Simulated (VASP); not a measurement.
Write the native input for VASP 6.6.1 that does the following.

- Task: single point
- Functional: PBE
- Potentials or basis: VASP PAW PBE potentials, release 64 (Na_pv, H)
- Cutoff: 520 eV
- k mesh: 2 × 2 × 2
- Occupations: fermi-dirac, width 0.069 eV
- Spin: no spin polarisation
- Dipole correction: no
- Further INCAR settings: LREAL = Auto; ALGO = Normal; EDIFF = 1e-06; NBANDS = 46

The structure of NaH lies in POSCAR:

```
NaH
1.0
    0.0000000000      5.1938421228      5.1938421228
    5.1938421228      0.0000000000      5.1938421228
    5.1938421228      5.1938421228      0.0000000000
Na H
8 8
Direct
    0.0092071532     -0.0131210188      0.0265940891
   -0.0076268202      0.0283833233      0.5045633729
    0.0035673013      0.5136763762     -0.0514156945
    0.0216368725      0.5009169394      0.4879839318
    0.4831755453     -0.0141570533      0.0167944073
    0.4814072012      0.0019012900      0.5274725213
    0.5286512249      0.4388390995     -0.0027990839
    0.4797745948      0.5430466374      0.4923596905
    0.1568770249      0.1651264093      0.0595157675
    0.0836421265      0.1600295081      0.6675653433
    0.1670329940      0.5526288501      0.1285037135
    0.0952579012      0.6820241001      0.5647346282
    0.6347669841      0.0867287625      0.1355130717
    0.6109017997      0.1488195986      0.6537327126
    0.6157718938      0.6211049400      0.1122250130
    0.6404678697      0.5952679975      0.6427834965
```

These files were run (other wordings do the same):

INCAR

```
  ALGO = Normal
  EDIFF = 1E-6
  ENCUT = 520
  GGA = PE
  ISIF = 2
  ISMEAR = -1
  LASPH = T
  LCHARG = T
  LELF = T
  LREAL = Auto
  LVHAR = T
  LWAVE = F
  NBANDS = 46
  NELM = 100
  PREC = Accurate
  SIGMA = 0.069
```

KPOINTS

```
k-points
0
Gamma
  2 2 2
```

Potentials or basis: VASP PAW PBE potentials, release 64 (Na_pv, H).

Launch:

```bash
$ cat potpaw_PBE.64/Na_pv/POTCAR potpaw_PBE.64/H/POTCAR > POTCAR
$ mpirun -np 1 vasp_std > vasp.out
```

Results of the run:

```json
{
  "Pressure": "0.4 GPa",
  "Largest force": "0.665 eV/Å",
  "Band gap on the k mesh": "3.15 eV, indirect (least direct gap 3.26 eV)"
}
```

Caveat: the k points lie up to 0.52 Å⁻¹ apart.

It took 2.4 min on 1 thread of Intel(R) Xeon(R) 6975P-C (Granite Rapids), on a shared host, peak memory 0.41 GiB.
